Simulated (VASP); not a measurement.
# KF in VASP: further runs, part 2 of 2

VASP 6.6.1.

**3. Relaxation of cell and atoms, PBE**

This run uses another cell than the first one, of 26.37 Å³/atom.

INCAR reads:

```
SYSTEM = KF
PREC = Accurate
ENCUT = 600
EDIFF = 1E-6
ISMEAR = 0
SIGMA = 0.02
LREAL = .FALSE.
LASPH = .TRUE.
NELM = 80
ALGO = Normal
ISIF = 3
LWAVE = .FALSE.
LCHARG = .FALSE.
GGA = PE
IBRION = 2
NSW = 100
EDIFFG = -0.01
```

KPOINTS reads:

```
Automatic mesh
0
G
  8 8 8
  0 0 0
```

POSCAR reads:

```
KF
1.0
    2.1045008126      1.2150341107      3.4370946662
   -2.1045008126      1.2150341107      3.4370946662
    0.0000000000     -2.4300682213      3.4370946662
K F
1 1
Direct
    0.2493696479      0.2493696479      0.2493696479
   -0.0006130279     -0.0006130279     -0.0006130279
```

Potentials or basis: VASP PAW PBE potentials, release 64 (K_sv, F).

Command:

```sh
cat potpaw_PBE.64/K_sv/POTCAR potpaw_PBE.64/F/POTCAR > POTCAR
mpirun -np 1 vasp_std > vasp.out
```

OUTCAR:

```text
SYSTEM = KF
   PREC = Accurate
   ENCUT = 600
   EDIFF = 1E-6
   ISMEAR = 0
   LREAL = .FALSE.
   LASPH = .TRUE.
   NELM = 80
   ISIF = 3
   GGA = PE
   IBRION = 2
   NSW = 100
   EDIFFG = -0.01

 ion  position               nearest neighbor table
   1  0.249  0.249  0.249-   2 2.58   2 2.58   2 2.58   2 2.58
   2  0.999  0.999  0.999-   1 2.58   1 2.58   1 2.58   1 2.58

  LATTYP: Found a trigonal (rhomboedric) cell.
 ALAT       =     4.2093765934
[... 544 lines left out ...]
      7      -3.8530      2.00000
      8      -3.8477      2.00000
      9       2.9181      0.00000
     10       6.4526      0.00000
     11       7.0020      0.00000
     12       7.3434      0.00000

 [... further k-points ...]
[... 5 lines left out ...]
  --------------------------------------------------------------------------------------
  -------------------------------------------------------------------------------------
  Total       -0.0087028     -0.0087028     -0.0093244      0.0000000     -0.0000000      0.0000000
  in kB       -0.2644168     -0.2644168     -0.2833028      0.0000000     -0.0000000      0.0000000
  external PRESSURE =      -0.2707122 kB  Pullay stress =       0.0000000 kB

 VOLUME and BASIS-vectors are now :
 -----------------------------------------------------------------------------
  energy-cutoff  :      600.00
  volume of cell :       52.73
      direct lattice vectors                 reciprocal lattice vectors
     2.104500813  1.215034111  3.437094666     0.237586033  0.137170360  0.096981133
    -2.104500813  1.215034111  3.437094666    -0.237586033  0.137170360  0.096981133
     0.000000000 -2.430068221  3.437094666     0.000000000 -0.274340720  0.096981133

 POSITION                                       TOTAL-FORCE (eV/Angst)
 -----------------------------------------------------------------------------------
      0.00000      0.00000      2.57132         0.000000      0.000000      0.000013
      0.00000      0.00000     10.30496         0.000000     -0.000000     -0.000013
 -----------------------------------------------------------------------------------
    total drift:                               -0.000000     -0.000000     -0.000048

  FREE ENERGIE OF THE ION-ELECTRON SYSTEM (eV)
  ---------------------------------------------------
  free  energy   TOTEN  =        -8.1311248560 eV

  energy  without entropy=       -8.1311248560  energy(sigma->0) =       -8.13112486

 reached required accuracy - stopping structural energy minimisation
```

OSZICAR:

```text
N       E                     dE             d eps       ncg     rms          rms(c)
DAV:   1     0.110080931540E+03    0.11008E+03   -0.80466E+03  1560   0.132E+03
DAV:   2    -0.412305066060E+01   -0.11420E+03   -0.10496E+03  2072   0.323E+02
DAV:   3    -0.946241000048E+01   -0.53394E+01   -0.53109E+01  2068   0.642E+01
DAV:   4    -0.972331543275E+01   -0.26091E+00   -0.26062E+00  2536   0.845E+00
DAV:   5    -0.972404316982E+01   -0.72774E-03   -0.72773E-03  1980   0.644E-01    0.677E+00
DAV:   6    -0.817573480019E+01    0.15483E+01   -0.59032E+00  1840   0.195E+01    0.353E+00
DAV:   7    -0.812742420249E+01    0.48311E-01   -0.17898E-01  1716   0.361E+00    0.222E+00
DAV:   8    -0.812421498172E+01    0.32092E-02   -0.80833E-02  1804   0.313E+00    0.241E-01
DAV:   9    -0.812888841752E+01   -0.46734E-02   -0.86750E-03  2336   0.633E-01    0.163E-01
DAV:  10    -0.813110077010E+01   -0.22124E-02   -0.15228E-03  1584   0.405E-01    0.514E-02
DAV:  11    -0.813111639788E+01   -0.15628E-04   -0.44669E-04  1868   0.176E-01    0.115E-02
DAV:  12    -0.813113151939E+01   -0.15122E-04   -0.68401E-05  1716   0.703E-02    0.168E-02
DAV:  13    -0.813112471912E+01    0.68003E-05   -0.30191E-05  1712   0.436E-02    0.152E-03
DAV:  14    -0.813112485596E+01   -0.13684E-06   -0.56410E-07  1464   0.756E-03
   1 F= -.81311249E+01 E0= -.81311249E+01  d E =-.813112E+01
```

Wall time 28 s (1 thread of Intel Xeon Platinum 8488C (Sapphire Rapids), shared host); peak memory 0.23 GiB.

Results:

```yaml
Free_energy: -8.1311 eV
Pressure_after_relaxing: 0.0 GPa
Band_gap_on_the_k_mesh: 5.05 eV (least direct gap 5.23 eV)
```

Final structure:
```cif
data_structure
_symmetry_space_group_name_H-M 'P 1'
_symmetry_Int_Tables_number 1
_cell_length_a 4.2094
_cell_length_b 4.2094
_cell_length_c 4.2094
_cell_angle_alpha 59.994
_cell_angle_beta 59.994
_cell_angle_gamma 59.994
_cell_volume 52.73
loop_
_atom_site_label
_atom_site_type_symbol
_atom_site_fract_x
_atom_site_fract_y
_atom_site_fract_z
_atom_site_occupancy
K1 K 0.24937 0.24937 0.24937 1
F1 F 0.99939 0.99939 0.99939 1
```

Caveat: the relaxation stopped at its first step, so nothing moved.

**4. Relaxation of shape and atoms at fixed volume, PBE (27.16 Å³/atom)**

This run uses another cell than the first one, of 27.16 Å³/atom.

INCAR reads:

```
SYSTEM = KF
ALGO = Normal ; EDIFF = 1E-7
EDIFFG = -0.01 ; ENCUT = 600
GGA = PE ; IBRION = 2
ISIF = 4 ; ISMEAR = 0
LASPH = .TRUE. ; LCHARG = .FALSE.
LREAL = .FALSE. ; LWAVE = .FALSE.
NELM = 80 ; NSW = 50
PREC = Accurate ; SIGMA = 0.02
```

KPOINTS reads:

```
k-points
0
G
  8 8 8
  0 0 0
```

POSCAR reads:

```
KF
1.0
    2.1253388095      1.2270649338      3.4711275198
   -2.1253388095      1.2270649338      3.4711275198
    0.0000000000     -2.4541298676      3.4711275198
K F
1 1
Direct
    0.2493696479      0.2493696479      0.2493696479
   -0.0006130279     -0.0006130279     -0.0006130279
```

Command:

```sh
cat potpaw_PBE.64/K_sv/POTCAR potpaw_PBE.64/F/POTCAR > POTCAR
mpirun -np 1 vasp_std > vasp.out
```

Wall time 28 s (1 thread of Intel Xeon Platinum 8488C (Sapphire Rapids), shared host); peak memory 0.23 GiB.

Results (log left out):

- Free energy: -8.1295 eV
- Pressure after relaxing: -0.6 GPa
- Band gap on the k mesh: 4.97 eV (least direct gap 5.13 eV)

Final structure:
```yaml
crystal:
  lattice:
    - [2.12534, 1.22706, 3.47113]
    - [-2.12534, 1.22706, 3.47113]
    - [0.00000, -2.45413, 3.47113]
  atoms:
    - { symbol: K, position: [0.24937, 0.24937, 0.24937] }
    - { symbol: F, position: [0.99939, 0.99939, 0.99939] }
```

Levels at points of the mesh, in eV from the valence-band top:
| k point | band 4 | band 5 | band 6 | band 7 | band 8 | band 9 | band 10 | band 11 | band 12 |
| --- | --- | --- | --- | --- | --- | --- | --- | --- | --- |
| (0.00, 0.00, 0.00) | -9.83 | -9.83 | -0.16 | -0.16 | -0.16 | 4.97 | 11.51 | 11.54 | 11.55 |
| (0.50, 0.00, 0.00) | -9.86 | -9.86 | -0.25 | -0.09 | -0.09 | 7.76 | 8.84 | 10.63 | 10.63 |
| (0.50, 0.50, 0.00) | -9.92 | -9.85 | -0.39 | 0.00 | 0.00 | 8.06 | 8.20 | 11.78 | 12.60 |
| (0.50, 0.50, 0.50) | -9.86 | -9.86 | -0.25 | -0.09 | -0.09 | 7.76 | 8.84 | 10.63 | 10.63 |

Caveat: the relaxation stopped at its first step, so nothing moved. A k mesh can miss the band edges.

**5. Relaxation of shape and atoms at fixed volume, PBE (27.95 Å³/atom)**

This run uses another cell than the first one, of 27.95 Å³/atom.

INCAR reads:

```
SYSTEM = KF
ALGO = Normal
EDIFF = 1E-6
EDIFFG = -0.01
ENCUT = 600
GGA = PE
IBRION = 2
ISIF = 4
ISMEAR = 0
LASPH = .TRUE.
LCHARG = .FALSE.
LREAL = .FALSE.
LWAVE = .FALSE.
NELM = 60
NSW = 50
PREC = Accurate
SIGMA = 0.02
```

KPOINTS is that of step 4.

POSCAR reads:

```
KF
1.0
    2.1457760133      1.2388643589      3.5045057935
   -2.1457760133      1.2388643589      3.5045057935
    0.0000000000     -2.4777287178      3.5045057935
K F
1 1
Direct
    0.2493696479      0.2493696479      0.2493696479
   -0.0006130279     -0.0006130279     -0.0006130279
```

Command:

```sh
cat potpaw_PBE.64/K_sv/POTCAR potpaw_PBE.64/F/POTCAR > POTCAR
mpirun -np 1 vasp_std > vasp.out
```

Wall time 26 s (1 thread of Intel Xeon Platinum 8488C (Sapphire Rapids), shared host); peak memory 0.23 GiB.

It converged, with:

* Free energy: -8.1228 eV
* Pressure after relaxing: -1.1 GPa
* Band gap on the k mesh: 4.89 eV (least direct gap 5.03 eV)

Final structure:
```
K F
1.0
     2.14578    1.23886    3.50451
    -2.14578    1.23886    3.50451
     0.00000   -2.47773    3.50451
K F
1 1
Direct
  0.24937 0.24937 0.24937
  0.99939 0.99939 0.99939
```

Levels at points of the mesh, in eV from the valence-band top:
```tsv
k point	band 5	band 6	band 7	band 8	band 9	band 10	band 11	band 12
(0.00, 0.00, 0.00)	-9.92	-0.14	-0.14	-0.14	4.89	11.39	11.41	11.41
(0.50, 0.00, 0.00)	-9.96	-0.24	-0.08	-0.08	7.66	8.70	10.52	10.53
(0.50, 0.50, 0.00)	-9.95	-0.36	0.00	0.00	7.98	8.12	11.57	12.44
(0.50, 0.50, 0.50)	-9.96	-0.24	-0.08	-0.08	7.65	8.70	10.52	10.52
```

Caveat: the relaxation stopped at its first step, so nothing moved.

**6. Summary**

| task | cell | gap on the mesh (eV) | pressure (GPa) |
| --- | --- | --- | --- |
| relaxation of shape and atoms at fixed volume | relaxed from a = 4.167 Å, angles 60.0°, 2 atoms | 5.13 | 0.7 |
| relaxation of cell and atoms | relaxed from a = 4.209 Å, angles 60.0°, 2 atoms | 5.05 | 0.0 |
| relaxation of shape and atoms at fixed volume | relaxed from a = 4.251 Å, angles 60.0°, 2 atoms | 4.97 | -0.6 |
| relaxation of shape and atoms at fixed volume | relaxed from a = 4.292 Å, angles 60.0°, 2 atoms | 4.89 | -1.1 |

Alike in all rows: level PBE; potentials or basis VASP PAW PBE potentials, release 64 (K_sv, F); no spin polarisation; k mesh 8 × 8 × 8; cutoff (eV) 600; smearing gaussian 0.02 eV.

Caveats: the relaxation stopped at its first step, so nothing moved.

Absolute energies hang on the potentials; compare differences alone.
